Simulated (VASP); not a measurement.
# C in VASP: single point with PBE

Aim: the single point of C with PBE.

All numbers are computed with VASP 6.6.1; they aren't measurements. Logs are shortened: lines on timing, memory, paths and dates and some standing lists are left out, and cuts for length are marked.

## Step 1: The cell of the first run

The cell holds a slab with vacuum, 4 atoms: a = 2.466 Å, b = 2.466 Å, c = 24.114 Å, α = 90.00°, β = 90.00°, γ = 120.00°.

## Step 2: Single point, PBE

INCAR reads:

```
PREC = Accurate
ENCUT = 520
EDIFF = 1E-6
ISMEAR = 0
SIGMA = 0.1
LREAL = F
LASPH = T
NELM = 100
ALGO = Normal
ISIF = 2
LWAVE = F
LCHARG = F
GGA = PE
NBANDS = 16
```

KPOINTS reads:

```
regular mesh
0
Gamma
  21 21 2
```

POSCAR reads:

```
C
1.0
    2.4664091863      0.0000000000      0.0000000000
   -1.2332045932      2.1359730115      0.0000000000
    0.0000000000      0.0000000000     24.1138371024
C
4
Direct
    0.0000000000      0.0000000000      0.5908393571
    0.0000000000      0.0000000000      0.4091606429
    0.3333333333      0.6666666667      0.4091654960
    0.6666666667      0.3333333333      0.5908345040
```

Potentials or basis: VASP PAW PBE potentials, release 64 (C).

Command:

```bash
$ cat potpaw_PBE.64/C/POTCAR > POTCAR
$ mpirun -np 1 vasp_std > vasp.out
```

OUTCAR:

```text
PREC = Accurate
   ENCUT = 520
   EDIFF = 1E-6
   ISMEAR = 0
   LREAL = F
   LASPH = T
   NELM = 100
   ISIF = 2
   GGA = PE

 ion  position               nearest neighbor table
   1  0.000  0.000  0.591-   4 1.42   4 1.42   4 1.42
   2  0.000  0.000  0.409-   3 1.42   3 1.42   3 1.42
   3  0.333  0.667  0.409-   2 1.42   2 1.42   2 1.42
   4  0.667  0.333  0.591-   1 1.42   1 1.42   1 1.42

  LATTYP: Found a hexagonal cell.
 ALAT       =     2.4664091863
 C/A-ratio  =     9.7769004577

  Lattice vectors:

 A1 = (   2.4664091863,   0.0000000000,   0.0000000000)
 A2 = (  -1.2332045932,   2.1359730115,   0.0000000000)
 A3 = (   0.0000000000,   0.0000000000,  24.1138371024)

Analysis of symmetry for initial positions (statically):
=====================================================================
 Subroutine PRICEL returns:
 Original cell was already a primitive cell.

 Routine SETGRP: Setting up the symmetry group for a
 hexagonal supercell.

 Subroutine GETGRP returns: Found 12 space group operations
 (whereof 12 operations were pure point group operations)
 out of a pool of 24 trial point group operations.

The static configuration has the point symmetry D_3d.

Analysis of symmetry for dynamics (positions and initial velocities):
=====================================================================
 Subroutine PRICEL returns:
 Original cell was already a primitive cell.

 Routine SETGRP: Setting up the symmetry group for a
 hexagonal supercell.

 Subroutine GETGRP returns: Found 12 space group operations
 (whereof 12 operations were pure point group operations)
 out of a pool of 24 trial point group operations.

The dynamic configuration has the point symmetry D_3d.

 Subroutine INISYM returns: Found 12 space group operations
 (whereof 12 operations are pure point group operations),
 and found     1 'primitive' translations

----------------------------------------------------------------------------------------

                                     Primitive cell

  volume of cell :     127.0361

  direct lattice vectors                    reciprocal lattice vectors
     2.466409186  0.000000000  0.000000000     0.405447728  0.234085355  0.000000000
    -1.233204593  2.135973011  0.000000000     0.000000000  0.468170709  0.000000000
     0.000000000  0.000000000 24.113837102     0.000000000  0.000000000  0.041469966

  length of vectors
     2.466409186  2.466409186 24.113837102     0.468170709  0.468170709  0.041469966

  position of ions in fractional coordinates (direct lattice)
     0.000000000  0.000000000  0.590839357
     0.000000000  0.000000000  0.409160643
     0.333333333  0.666666667  0.409165496
     0.666666667  0.333333333  0.590834504

  ion indices of the primitive-cell ions
   primitive index   ion index
                 1           1
                 2           2
                 3           3
                 4           4

----------------------------------------------------------------------------------------

 KPOINTS: regular mesh

Automatic generation of k-mesh.
 Grid dimensions read from file:
 generate k-points for:   21   21    2

 Generating k-lattice:

  Cartesian coordinates                     Fractional coordinates (reciprocal lattice)
     0.019307035  0.011146922  0.000000000     0.047619048  0.000000000  0.000000000
     0.000000000  0.022293843  0.000000000     0.000000000  0.047619048  0.000000000
     0.000000000  0.000000000  0.020734983     0.000000000  0.000000000  0.500000000

  Length of vectors
     0.022293843  0.022293843  0.020734983

  Shift w.r.t. Gamma in fractional coordinates (k-lattice)
     0.000000000  0.000000000  0.000000000

 Subroutine IBZKPT returns following result:
 ===========================================

 Found     96 irreducible k-points:

 Following reciprocal coordinates:
            Coordinates               Weight
  0.000000  0.000000  0.000000      1.000000
  0.047619 -0.000000  0.000000      6.000000
  0.095238 -0.000000  0.000000      6.000000
  0.142857  0.000000  0.000000      6.000000
  0.190476 -0.000000  0.000000      6.000000
  0.238095 -0.000000  0.000000      6.000000
[... 16 lines left out ...]
  0.142857  0.095238  0.000000     12.000000
  0.190476  0.095238  0.000000     12.000000
 [... further k-points ...]
   k-points           NKPTS =     96   k-points in BZ     NKDIM =     96   number of bands    NBANDS=     16
   number of dos      NEDOS =    301   number of ions     NIONS =      4
   total plane-waves  NPLWV =  58320
   dimension x,y,z NGX =    18 NGY =   18 NGZ =  180
   dimension x,y,z NGXF=    36 NGYF=   36 NGZF=  360
   ions per type =               4
   NGX,Y,Z   is equivalent  to a cutoff of  12.13, 12.13, 12.41 a.u.
   NGXF,Y,Z  is equivalent  to a cutoff of  24.27, 24.27, 24.82 a.u.
 SYSTEM =  unknown system
   PREC   = accura    normal or accurate (medium, high low for compatibility)
   ISTART =      0    job   : 0-new  1-cont  2-samecut
   ICHARG =      2    charge: 1-file 2-atom 10-const
   ISPIN  =      1    spin polarized calculation?
   LNONCOLLINEAR =      F non collinear calculations
   LSORBIT =      F    spin-orbit coupling
   LASPH  =      T    aspherical Exc in radial PAW
   ENCUT  =  520.0 eV  38.22 Ry    6.18 a.u.   4.59  4.59 44.84*2*pi/ulx,y,z
   NELM   =    100;   NELMIN=  2; NELMDL= -5     # of ELM steps
   EDIFF  = 0.1E-05   stopping-criterion for ELM
   LREAL  =      F    real-space projection
[... 7 lines left out ...]
   TEBEG  =    0.0;   TEEND  =   0.0 temperature during run
   PSTRESS=    0.0 pullay stress
   NELECT =      16.0000    total number of electrons
   NUPDOWN=      -1.0000    fix difference up-down
   EMIN   =  10.00;   EMAX   =-10.00  energy-range for DOS
   EFERMI =   0.00;   METHOD = LEGACY
   ISMEAR =     0;   SIGMA  =   0.10  broadening in eV -4-tet -1-fermi 0-gaus
   EFERMI_NEDOS =   21; number of points for ismear=-14 and -15
   IALGO  =     38    algorithm
   IMIX   =      4    mixing-type and parameters
     AMIX     =   0.40;   BMIX     =  1.00
     AMIX_MAG =   1.60;   BMIX_MAG =  1.00
  volume/ion in A,a.u.               =      31.76       214.32
  Fermi-wavevector in a.u.,A,eV,Ry     =   0.820614  1.550736  9.162270  0.673408
  Thomas-Fermi vector in A             =   1.931628
   LORBIT       =      0    0 simple, 1 ext, 2 COOP (PROOUT), +10 PAW based schemes
   GGA     = PE    functional components
   LHFCALC =     F    Hartree Fock is set to
   AEXX    =    0.0000 exact exchange contribution
   IVDW    =     0    specifies the selected vdW correction
   LEPSILON=     F    determine dielectric tensor
   LRPA    =     F    only Hartree local field effects (RPA)
 non-spin polarized calculation
 Gauss-broadening in eV      SIGMA  =   0.10
  energy-cutoff  :      520.00
  volume of cell :      127.04
 maximum number of plane-waves:      3472
   NGX =  9   NGY =  9   NGZ = 89

 number of electron      15.9999996 magnetization

 Free energy of the ion-electron system (eV)
  ---------------------------------------------------
  ext. energy  EPLUGINS =         0.00000000
  ---------------------------------------------------
  free energy    TOTEN  =       -36.90451223 eV

  energy without entropy =      -36.90361502  energy(sigma->0) =      -36.90406363

 E-fermi :  -1.7568     XC(G=0):  -3.3656

 val. band max:       -1.7568736246   @ k =   0.3333   0.3333   0.5000
 cond. band min:      -1.7034211845   @ k =   0.3333   0.3333   0.0000
 fundamental gap:      0.0534524402
 Fermi energy:        -1.7567785009

 k-point     1 :       0.0000    0.0000    0.0000
  band No.  band energies     occupation
      1     -21.2811      2.00000
      2     -21.2675      2.00000
      3      -9.4700      2.00000
      4      -9.2697      2.00000
      5      -4.8024      2.00000
      6      -4.8024      2.00000
[... 8 lines left out ...]
     15       5.3180      0.00000
     16       6.5454      0.00000

 k-point     2 :       0.0476   -0.0000    0.0000
  band No.  band energies     occupation
      1     -21.2275      2.00000
      2     -21.2139      2.00000
      3      -9.4058      2.00000
      4      -9.2060      2.00000
      5      -5.0225      2.00000
      6      -5.0220      2.00000
[... 8 lines left out ...]
     15       5.3900      0.00000
     16       6.5767      0.00000

 k-point     3 :       0.0952   -0.0000    0.0000
  band No.  band energies     occupation
      1     -21.0669      2.00000
      2     -21.0535      2.00000
      3      -9.2134      2.00000
      4      -9.0154      2.00000
      5      -5.6401      2.00000
      6      -5.6392      2.00000
[... 8 lines left out ...]
     15       5.6059      0.00000
     16       6.6216      0.00000

 k-point     4 :       0.1429    0.0000    0.0000
  band No.  band energies     occupation
      1     -20.7997      2.00000
      2     -20.7867      2.00000
      3      -8.8947      2.00000
      4      -8.6997      2.00000
      5      -6.5558      2.00000
      6      -6.5543      2.00000
[... 8 lines left out ...]
     15       5.9617      0.00000
     16       6.6055      0.00000
[... 324 lines left out ...]
 k-point    22 :       0.0952    0.0952    0.0000
  band No.  band energies     occupation
      1     -20.6399      2.00000
      2     -20.6270      2.00000
      3      -8.7045      2.00000
      4      -8.5114      2.00000
      5      -6.8997      2.00000
      6      -6.8988      2.00000
[... 8 lines left out ...]
     15       6.1823      0.00000
     16       7.0382      0.00000

 k-point    23 :       0.1429    0.0952    0.0000
  band No.  band energies     occupation
      1     -20.2680      2.00000
      2     -20.2556      2.00000
      3      -8.2642      2.00000
      4      -8.0757      2.00000
      5      -7.8389      2.00000
      6      -7.8374      2.00000
[... 8 lines left out ...]
     15       6.6416      0.00000
     16       6.6834      0.00000

 k-point    24 :       0.1905    0.0952    0.0000
  band No.  band energies     occupation
      1     -19.7926      2.00000
      2     -19.7807      2.00000
      3      -8.9339      2.00000
      4      -8.9314      2.00000
      5      -7.7063      2.00000
      6      -7.5240      2.00000
[... 8 lines left out ...]
     15       5.5570      0.00000
     16       6.5523      0.00000

 [... further k-points ...]

------------------------ aborting loop because EDIFF is reached ----------------------------------------

  FORCE on cell =-STRESS in cart. coord.  units (eV):
  Direction    XX          YY          ZZ          XY          YZ          ZX
  --------------------------------------------------------------------------------------
  -------------------------------------------------------------------------------------
  Total        0.1646557      0.1646557     -0.0221535     -0.0000000      0.0000000      0.0000000
  in kB        2.0766354      2.0766354     -0.2793999     -0.0000000      0.0000000      0.0000000
  external PRESSURE =       1.2912903 kB  Pullay stress =       0.0000000 kB

 VOLUME and BASIS-vectors are now :
 -----------------------------------------------------------------------------
  energy-cutoff  :      520.00
  volume of cell :      127.04
      direct lattice vectors                 reciprocal lattice vectors
     2.466409186  0.000000000  0.000000000     0.405447728  0.234085355  0.000000000
    -1.233204593  2.135973011  0.000000000     0.000000000  0.468170709  0.000000000
     0.000000000  0.000000000 24.113837102     0.000000000  0.000000000  0.041469966

 POSITION                                       TOTAL-FORCE (eV/Angst)
 -----------------------------------------------------------------------------------
      0.00000      0.00000     14.24740         0.000000     -0.000000     -0.002651
      0.00000      0.00000      9.86643        -0.000000      0.000000      0.002651
     -0.00000      1.42398      9.86655         0.000000     -0.000000     -0.002315
      1.23320      0.71199     14.24729        -0.000000      0.000000      0.002315
 -----------------------------------------------------------------------------------
    total drift:                               -0.000000      0.000000     -0.000000

  FREE ENERGIE OF THE ION-ELECTRON SYSTEM (eV)
  ---------------------------------------------------
  free  energy   TOTEN  =       -36.9045122282 eV

  energy  without entropy=      -36.9036150239  energy(sigma->0) =      -36.90406363
```

Wall time 4.5 min (1 thread of Intel Xeon 6975P-C (Granite Rapids), shared host); peak memory 0.3 GiB.

Results:

```
Free energy            : -36.9045 eV
Band gap on the k mesh : zero (filled and empty bands touch)
```

Forces in eV/Å, atoms in the order of the input:
```
C    0.000  0.000 -0.003
C    0.000  0.000  0.003
C    0.000  0.000 -0.002
C    0.000  0.000  0.002
```

Caveat: there is no dipole correction, which matters where the two faces differ.

The gap in the log of VASP goes by the Fermi energy; the results here count the filled bands.